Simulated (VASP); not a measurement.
# Zr (P6_3/mmc) in VASP: notebook

The runs below take Zr through single point, with r2SCAN.

Program: VASP 6.6.1. These are calculated values, not measurements. Logs are shortened: lines on timing, memory, paths and dates and some standing lists are left out, and cuts for length are marked.

**1. The cell of the first run**

Symmetry: P6_3/mmc, No. 194, hexagonal system. The conventional cell has a = 3.240 Å, b = 3.240 Å, c = 5.155 Å, α = 90.00°, β = 90.00°, γ = 120.00°. Within 4.2 Å of Zr (site symmetry -6m2) lie 12 Zr at 3.18 to 3.24 Å.

**2. Single point, r2SCAN**

POSCAR reads:

```
Zr
1.0
    3.2403888858      0.0000000000      0.0000000000
   -1.6201944429      2.8062590933      0.0000000000
    0.0000000000      0.0000000000      5.1546757283
Zr
2
Direct
    0.3333333333      0.6666666667      0.2500000000
    0.6666666667      0.3333333333      0.7500000000
```

INCAR.step1 reads:

```
SYSTEM = Zr
PREC = Accurate ; ENCUT = 520
ISMEAR = 0 ; SIGMA = 0.1
LREAL = .FALSE. ; LASPH = .TRUE.
NELM = 80 ; NBANDS = 19
GGA = PE ; ALGO = Normal
EDIFF = 1E-4 ; LWAVE = .TRUE.
LCHARG = .FALSE.
```

INCAR.step2 reads:

```
SYSTEM = Zr
PREC = Accurate ; ENCUT = 520
EDIFF = 1E-6 ; ISMEAR = 0
SIGMA = 0.1 ; LREAL = .FALSE.
LASPH = .TRUE. ; NELM = 80
ALGO = Normal ; ISIF = 2
LWAVE = .FALSE. ; LCHARG = .FALSE.
METAGGA = R2SCAN ; LMIXTAU = .TRUE.
NBANDS = 19 ; ISTART = 1
```

KPOINTS reads:

```
Automatic mesh
0
G
  6 6 4
  0 0 0
```

Potentials or basis: VASP PAW PBE potentials, release 64 (Zr_sv).

The run is started by

```sh
$ cat potpaw_PBE.64/Zr_sv/POTCAR > POTCAR
$ cp INCAR.step1 INCAR
$ mpirun -np 1 vasp_std > vasp.out
$ cp INCAR.step2 INCAR
$ mpirun -np 1 vasp_std > vasp.out
```

OUTCAR:

```text
SYSTEM = Zr
   PREC = Accurate
   ENCUT = 520
   EDIFF = 1E-6
   ISMEAR = 0
   LREAL = .FALSE.
   LASPH = .TRUE.
   NELM = 80
   ISIF = 2
   METAGGA = R2SCAN
   ISTART = 1

 ion  position               nearest neighbor table
   1  0.333  0.667  0.250-   2 3.18   2 3.18   2 3.18   2 3.18   2 3.18   2 3.18
   2  0.667  0.333  0.750-   1 3.18   1 3.18   1 3.18   1 3.18   1 3.18   1 3.18

  LATTYP: Found a hexagonal cell.
 ALAT       =     3.2403888858
 C/A-ratio  =     1.5907583657

  Lattice vectors:

 A1 = (   3.2403888858,   0.0000000000,   0.0000000000)
 A2 = (  -1.6201944429,   2.8062590933,   0.0000000000)
 A3 = (   0.0000000000,   0.0000000000,   5.1546757283)

Analysis of symmetry for initial positions (statically):
=====================================================================
 Subroutine PRICEL returns:
 Original cell was already a primitive cell.

 Routine SETGRP: Setting up the symmetry group for a
 hexagonal supercell.

 Subroutine GETGRP returns: Found 24 space group operations
 (whereof 12 operations were pure point group operations)
 out of a pool of 24 trial point group operations.

The static configuration has the point symmetry D_3d.
 The point group associated with its full space group is D_6h.

Analysis of symmetry for dynamics (positions and initial velocities):
=====================================================================
 Subroutine PRICEL returns:
 Original cell was already a primitive cell.

 Routine SETGRP: Setting up the symmetry group for a
 hexagonal supercell.

 Subroutine GETGRP returns: Found 24 space group operations
 (whereof 12 operations were pure point group operations)
 out of a pool of 24 trial point group operations.

The dynamic configuration has the point symmetry D_3d.
 The point group associated with its full space group is D_6h.

 Subroutine INISYM returns: Found 24 space group operations
 (whereof 12 operations are pure point group operations),
 and found     1 'primitive' translations

----------------------------------------------------------------------------------------

                                     Primitive cell

  volume of cell :      46.8734

  direct lattice vectors                    reciprocal lattice vectors
     3.240388886  0.000000000  0.000000000     0.308604935  0.178173142  0.000000000
    -1.620194443  2.806259093  0.000000000     0.000000000  0.356346284  0.000000000
     0.000000000  0.000000000  5.154675728     0.000000000  0.000000000  0.193998624

  length of vectors
     3.240388886  3.240388886  5.154675728     0.356346284  0.356346284  0.193998624

  position of ions in fractional coordinates (direct lattice)
     0.333333333  0.666666667  0.250000000
     0.666666667  0.333333333  0.750000000

  ion indices of the primitive-cell ions
   primitive index   ion index
                 1           1
                 2           2

----------------------------------------------------------------------------------------

 KPOINTS: Automatic mesh

Automatic generation of k-mesh.
 Grid dimensions read from file:
 generate k-points for:    6    6    4

 Generating k-lattice:

  Cartesian coordinates                     Fractional coordinates (reciprocal lattice)
     0.051434156  0.029695524  0.000000000     0.166666667  0.000000000  0.000000000
     0.000000000  0.059391047  0.000000000     0.000000000  0.166666667  0.000000000
     0.000000000  0.000000000  0.048499656     0.000000000  0.000000000  0.250000000

  Length of vectors
     0.059391047  0.059391047  0.048499656

  Shift w.r.t. Gamma in fractional coordinates (k-lattice)
     0.000000000  0.000000000  0.000000000

 Subroutine IBZKPT returns following result:
 ===========================================

 Found     21 irreducible k-points:

 Following reciprocal coordinates:
            Coordinates               Weight
  0.000000  0.000000  0.000000      1.000000
  0.166667 -0.000000  0.000000      6.000000
  0.333333 -0.000000  0.000000      6.000000
  0.500000 -0.000000  0.000000      3.000000
  0.166667  0.166667  0.000000      6.000000
  0.333333  0.166667  0.000000     12.000000
[... 13 lines left out ...]
  0.333333  0.166667  0.500000     12.000000
  0.333333  0.333333  0.500000      2.000000
   k-points           NKPTS =     21   k-points in BZ     NKDIM =     21   number of bands    NBANDS=     19
   number of dos      NEDOS =    301   number of ions     NIONS =      2
   total plane-waves  NPLWV =  23040
   dimension x,y,z NGX =    24 NGY =   24 NGZ =   40
   dimension x,y,z NGXF=    48 NGYF=   48 NGZF=   80
   ions per type =               2
   NGX,Y,Z   is equivalent  to a cutoff of  12.31, 12.31, 12.90 a.u.
   NGXF,Y,Z  is equivalent  to a cutoff of  24.63, 24.63, 25.80 a.u.
 SYSTEM =  Zr
   PREC   = accura    normal or accurate (medium, high low for compatibility)
   ISTART =      1    job   : 0-new  1-cont  2-samecut
   ICHARG =      0    charge: 1-file 2-atom 10-const
   ISPIN  =      1    spin polarized calculation?
   LNONCOLLINEAR =      F non collinear calculations
   LSORBIT =      F    spin-orbit coupling
   LASPH  =      T    aspherical Exc in radial PAW
   ENCUT  =  520.0 eV  38.22 Ry    6.18 a.u.   6.02  6.02  9.58*2*pi/ulx,y,z
   NELM   =     80;   NELMIN=  2; NELMDL=  0     # of ELM steps
   EDIFF  = 0.1E-05   stopping-criterion for ELM
   LREAL  =      F    real-space projection
   EDIFFG = 0.1E-04   stopping-criterion for IOM
   NSW    =      0    number of steps for IOM
   IBRION =     -1    ionic relax: 0-MD 1-quasi-New 2-CG
   NFREE  =      0    steps in history (QN), initial steepest desc. (CG)
   ISIF   =      2    stress and relaxation
   ISYM   =      2    0-nonsym 1-usesym 2-fastsym
   POTIM  = 0.5000    time-step for ionic-motion
   TEBEG  =    0.0;   TEEND  =   0.0 temperature during run
   PSTRESS=    0.0 pullay stress
   NELECT =      24.0000    total number of electrons
   NUPDOWN=      -1.0000    fix difference up-down
   EMIN   =  10.00;   EMAX   =-10.00  energy-range for DOS
   EFERMI =   0.00;   METHOD = LEGACY
   ISMEAR =     0;   SIGMA  =   0.10  broadening in eV -4-tet -1-fermi 0-gaus
   EFERMI_NEDOS =   21; number of points for ismear=-14 and -15
   IALGO  =     38    algorithm
   IMIX   =      4    mixing-type and parameters
     AMIX     =   0.40;   BMIX     =  1.00
     AMIX_MAG =   1.60;   BMIX_MAG =  1.00
  volume/ion in A,a.u.               =      23.44       158.16
  Fermi-wavevector in a.u.,A,eV,Ry     =   1.309694  2.474963 23.338050  1.715298
  Thomas-Fermi vector in A             =   2.440275
   LORBIT       =      0    0 simple, 1 ext, 2 COOP (PROOUT), +10 PAW based schemes
   METAGGA = R2SCAN    functional components
   LHFCALC =     F    Hartree Fock is set to
   AEXX    =    0.0000 exact exchange contribution
   IVDW    =     0    specifies the selected vdW correction
   LEPSILON=     F    determine dielectric tensor
   LRPA    =     F    only Hartree local field effects (RPA)
 non-spin polarized calculation
 Gauss-broadening in eV      SIGMA  =   0.10
  energy-cutoff  :      520.00
  volume of cell :       46.87
 maximum number of plane-waves:      1296
   NGX = 13   NGY = 13   NGZ = 19

 number of electron      24.0000001 magnetization

 Free energy of the ion-electron system (eV)
  ---------------------------------------------------
  ext. energy  EPLUGINS =         0.00000000
  ---------------------------------------------------
  free energy    TOTEN  =       -45.49183260 eV

  energy without entropy =      -45.48154199  energy(sigma->0) =      -45.48668729

 E-fermi :   9.0440     XC(G=0): -11.9158

 val. band max:        8.9936881041   @ k =   0.0000   0.0000   0.5000
 cond. band min:       9.0479013432   @ k =   0.3333   0.3333   0.2500
 fundamental gap:      0.0542132391
 Fermi energy:         9.0440313526

 k-point     1 :       0.0000    0.0000    0.0000
  band No.  band energies     occupation
      1     -41.5916      2.00000
      2     -41.4285      2.00000
      3     -19.4472      2.00000
      4     -18.5377      2.00000
      5     -18.5377      2.00000
      6     -18.4073      2.00000
[... 11 lines left out ...]
     18      11.3432      0.00000
     19      13.6591      0.00000

 k-point     2 :       0.1667   -0.0000    0.0000
  band No.  band energies     occupation
      1     -41.5602      2.00000
      2     -41.4162      2.00000
      3     -19.3619      2.00000
      4     -18.7180      2.00000
      5     -18.5953      2.00000
      6     -18.5776      2.00000
[... 11 lines left out ...]
     18      11.3669      0.00000
     19      14.0583      0.00000

 k-point     3 :       0.3333   -0.0000    0.0000
  band No.  band energies     occupation
      1     -41.4912      2.00000
      2     -41.3972      2.00000
      3     -19.1538      2.00000
      4     -19.0777      2.00000
      5     -18.9163      2.00000
      6     -18.7015      2.00000
[... 11 lines left out ...]
     18      13.0918      0.00000
     19      14.4578      0.00000

 k-point     4 :       0.5000   -0.0000    0.0000
  band No.  band energies     occupation
      1     -41.4486      2.00000
      2     -41.3954      2.00000
      3     -19.2553      2.00000
      4     -19.0753      2.00000
      5     -18.9982      2.00000
      6     -18.7518      2.00000
[... 11 lines left out ...]
     18      14.5633      0.00000
     19      15.3345      0.00000

 k-point     5 :       0.1667    0.1667    0.0000
  band No.  band energies     occupation
      1     -41.5097      2.00000
      2     -41.4008      2.00000
      3     -19.2135      2.00000
      4     -18.9064      2.00000
      5     -18.8925      2.00000
      6     -18.6507      2.00000
[... 11 lines left out ...]
     18      12.9459      0.00000
     19      14.1660      0.00000
[... 268 lines left out ...]
      2     -41.4220      2.00000
      3     -19.3326      2.00000
      4     -19.3326      2.00000
      5     -18.6546      2.00000
      6     -18.6546      2.00000
[... 11 lines left out ...]
     18      14.3451      0.00000
     19      14.4193      0.00000

 k-point    19 :       0.1667    0.1667    0.5000
  band No.  band energies     occupation
      1     -41.4555      2.00000
      2     -41.4555      2.00000
      3     -19.1074      2.00000
      4     -19.1074      2.00000
      5     -18.6755      2.00000
      6     -18.6755      2.00000
[... 11 lines left out ...]
     18      13.2804      0.00000
     19      13.8581      0.00000

 k-point    20 :       0.3333    0.1667    0.5000
  band No.  band energies     occupation
      1     -41.4220      2.00000
      2     -41.4220      2.00000
      3     -19.2558      2.00000
      4     -19.2558      2.00000
      5     -18.7874      2.00000
      6     -18.7874      2.00000
[... 11 lines left out ...]
     18      13.9315      0.00000
     19      15.2687      0.00000

 k-point    21 :       0.3333    0.3333    0.5000
  band No.  band energies     occupation
      1     -41.4108      2.00000
      2     -41.4108      2.00000
      3     -19.2035      2.00000
      4     -19.2035      2.00000
      5     -18.9507      2.00000
      6     -18.9507      2.00000
[... 11 lines left out ...]
     18      13.5615      0.00000
     19      17.3187      0.00000

------------------------ aborting loop because EDIFF is reached ----------------------------------------

  FORCE on cell =-STRESS in cart. coord.  units (eV):
  Direction    XX          YY          ZZ          XY          YZ          ZX
  --------------------------------------------------------------------------------------
  -------------------------------------------------------------------------------------
  Total       -0.0437236     -0.0437236      0.0790029     -0.0000000      0.0000000      0.0000000
  in kB       -1.4945136     -1.4945136      2.7003971     -0.0000000      0.0000000      0.0000000
  external PRESSURE =      -0.0962100 kB  Pullay stress =       0.0000000 kB

 VOLUME and BASIS-vectors are now :
 -----------------------------------------------------------------------------
  energy-cutoff  :      520.00
  volume of cell :       46.87
      direct lattice vectors                 reciprocal lattice vectors
     3.240388886  0.000000000  0.000000000     0.308604935  0.178173142  0.000000000
    -1.620194443  2.806259093  0.000000000     0.000000000  0.356346284  0.000000000
     0.000000000  0.000000000  5.154675728     0.000000000  0.000000000  0.193998624

 POSITION                                       TOTAL-FORCE (eV/Angst)
 -----------------------------------------------------------------------------------
     -0.00000      1.87084      1.28867         0.000000     -0.000000      0.000000
      1.62019      0.93542      3.86601        -0.000000      0.000000      0.000000
 -----------------------------------------------------------------------------------
    total drift:                                0.000000     -0.000000      0.000000

  FREE ENERGIE OF THE ION-ELECTRON SYSTEM (eV)
  ---------------------------------------------------
  free  energy   TOTEN  =       -45.4918325967 eV

  energy  without entropy=      -45.4815419871  energy(sigma->0) =      -45.48668729
```

Wall time 43 s (1 thread of Intel Xeon 6975P-C, shared host); peak memory 0.17 GiB.

Results:

```yaml
Free_energy: -45.4918 eV
Pressure: 0.0 GPa
Band_gap_on_the_k_mesh: zero (band 12 reaches 9.95 eV, above the bottom of band 13 at 8.83 eV)
```

Stress tensor (GPa, compression positive):
```
-0.15  0.00  0.00
 0.00 -0.15  0.00
 0.00  0.00  0.27
```

Levels at points of the mesh, in eV from the Fermi level:
| k point | band 8 | band 9 | band 10 | band 11 | band 12 | band 13 | band 14 | band 15 | band 16 | band 17 |
| --- | --- | --- | --- | --- | --- | --- | --- | --- | --- | --- |
| (0.00, 0.00, 0.00) | -27.44 | -6.08 | -3.26 | 0.90 | 0.90 | 0.94 | 1.07 | 1.65 | 1.65 | 2.30 |
| (0.50, 0.00, 0.00) | -27.55 | -2.75 | -2.72 | -2.31 | -0.46 | 0.61 | 0.78 | 1.51 | 5.07 | 5.47 |
| (0.00, 0.00, 0.50) | -27.51 | -4.28 | -4.28 | -0.05 | -0.05 | 0.82 | 0.82 | 0.82 | 0.82 | 4.15 |
| (0.50, 0.00, 0.50) | -27.67 | -3.06 | -3.06 | -1.15 | -1.15 | 1.48 | 1.48 | 2.33 | 2.33 | 5.30 |

Caveat: the k points lie up to 0.37 Å⁻¹ apart; the PAW data sets were made with another functional, which shifts forces and pressure a little.

**3. Single point, r2SCAN**

This run uses another cell than the first one, of 28.12 Å³/atom, 1.200 times its volume.

POSCAR reads:

```
Zr
1.0
    3.4752178547      0.0000000000      0.0000000000
   -1.7376089273      3.0096269459      0.0000000000
    0.0000000000      0.0000000000      5.3767071348
Zr
2
Direct
    0.3333333333      0.6666666667      0.2500000000
    0.6666666667      0.3333333333      0.7500000000
```

INCAR.step1 reads:

```
PREC     = Accurate       # precision mode
ENCUT    = 520            # plane-wave cutoff, eV
ISMEAR   = 0              # smearing method
SIGMA    = 0.1            # smearing width, eV
LREAL    = F              # projectors in reciprocal space
LASPH    = T              # aspherical terms in the spheres
NELM     = 80             # most SCF steps
NBANDS   = 19             # bands
GGA      = PE             # functional
ALGO     = Normal         # electronic algorithm
EDIFF    = 1E-4           # SCF threshold, eV
LWAVE    = T              # write WAVECAR
LCHARG   = F              # write CHGCAR
```

INCAR.step2 reads:

```
PREC     = Accurate       # precision mode
ENCUT    = 520            # plane-wave cutoff, eV
EDIFF    = 1E-6           # SCF threshold, eV
ISMEAR   = 0              # smearing method
SIGMA    = 0.1            # smearing width, eV
LREAL    = F              # projectors in reciprocal space
LASPH    = T              # aspherical terms in the spheres
NELM     = 80             # most SCF steps
ALGO     = Normal         # electronic algorithm
ISIF     = 2              # what is computed and relaxed
LWAVE    = F              # write WAVECAR
LCHARG   = F              # write CHGCAR
METAGGA  = R2SCAN         # meta-GGA
LMIXTAU  = T            
NBANDS   = 19             # bands
ISTART   = 1
```

KPOINTS reads:

```
Automatic mesh
0
Gamma
  6 6 4
```

Potentials or basis: VASP PAW PBE potentials, release 64 (Zr_sv).

The run is started by

```sh
$ cat potpaw_PBE.64/Zr_sv/POTCAR > POTCAR
$ cp INCAR.step1 INCAR
$ mpirun -np 1 vasp_std > vasp.out
$ cp INCAR.step2 INCAR
$ mpirun -np 1 vasp_std > vasp.out
```

OUTCAR:

```text
PREC = Accurate
   ENCUT = 520
   EDIFF = 1E-6
   ISMEAR = 0
   LREAL = F
   LASPH = T
   NELM = 80
   ISIF = 2
   METAGGA = R2SCAN
   ISTART = 1

 ion  position               nearest neighbor table
   1  0.333  0.667  0.250-   2 3.35   2 3.35   2 3.35   2 3.35   2 3.35   2 3.35
   2  0.667  0.333  0.750-   1 3.35   1 3.35   1 3.35   1 3.35   1 3.35   1 3.35

  LATTYP: Found a hexagonal cell.
 ALAT       =     3.4752178547
 C/A-ratio  =     1.5471568574

[... 646 lines left out ...]
     19      13.7271      0.00000

------------------------ aborting loop because EDIFF is reached ----------------------------------------

  FORCE on cell =-STRESS in cart. coord.  units (eV):
  Direction    XX          YY          ZZ          XY          YZ          ZX
  --------------------------------------------------------------------------------------
  -------------------------------------------------------------------------------------
  Total       -4.6408725     -4.6408725     -3.9315981     -0.0000000      0.0000000      0.0000000
  in kB     -132.2206031   -132.2206031   -112.0130476     -0.0000000      0.0000000      0.0000000
  external PRESSURE =    -125.4847513 kB  Pullay stress =       0.0000000 kB

 VOLUME and BASIS-vectors are now :
 -----------------------------------------------------------------------------
  energy-cutoff  :      520.00
  volume of cell :       56.24
      direct lattice vectors                 reciprocal lattice vectors
     3.475217855  0.000000000  0.000000000     0.287751744  0.166133547  0.000000000
    -1.737608927  3.009626946  0.000000000     0.000000000  0.332267094  0.000000000
     0.000000000  0.000000000  5.376707135     0.000000000  0.000000000  0.185987441

 POSITION                                       TOTAL-FORCE (eV/Angst)
 -----------------------------------------------------------------------------------
     -0.00000      2.00642      1.34418         0.000000      0.000000      0.000000
      1.73761      1.00321      4.03253        -0.000000     -0.000000      0.000000
 -----------------------------------------------------------------------------------
    total drift:                               -0.000000      0.000000     -0.000000

  FREE ENERGIE OF THE ION-ELECTRON SYSTEM (eV)
  ---------------------------------------------------
  free  energy   TOTEN  =       -45.0674233118 eV

  energy  without entropy=      -45.0487047914  energy(sigma->0) =      -45.05806405
```

OSZICAR.step1:

```text
N       E                     dE             d eps       ncg     rms          rms(c)
DAV:   1     0.209485855687E+03    0.20949E+03   -0.13065E+04   798   0.122E+03
DAV:   2    -0.112989989281E+01   -0.21062E+03   -0.20716E+03   946   0.353E+02
DAV:   3    -0.172062590485E+02   -0.16076E+02   -0.15864E+02  1462   0.692E+01
DAV:   4    -0.175845569379E+02   -0.37830E+00   -0.37789E+00   982   0.116E+01
DAV:   5    -0.175986187098E+02   -0.14062E-01   -0.14051E-01  1217   0.138E+00    0.102E+01
DAV:   6    -0.167628686670E+02    0.83575E+00   -0.13799E+00   870   0.803E+00    0.353E+00
DAV:   7    -0.166007143783E+02    0.16215E+00   -0.74358E-01  1138   0.510E+00    0.122E+00
DAV:   8    -0.166034819857E+02   -0.27676E-02   -0.36245E-02  1120   0.138E+00    0.281E-01
DAV:   9    -0.166034556921E+02    0.26294E-04   -0.39597E-03   935   0.471E-01    0.307E-02
DAV:  10    -0.166034213735E+02    0.34319E-04   -0.11489E-04   658   0.586E-02
   1 F= -.16603421E+02 E0= -.16594635E+02  d E =-.175720E-01
```

It took 83 s on 1 thread of Intel Xeon 6975P-C, shared host; peak memory 0.18 GiB.

Results:

* Free energy: -45.0674 eV
* Pressure: -12.5 GPa
* Band gap on the k mesh: zero (band 12 reaches 7.95 eV, above the bottom of band 13 at 6.81 eV)

Caveat: the PAW data sets were made with another functional, which shifts forces and pressure a little.
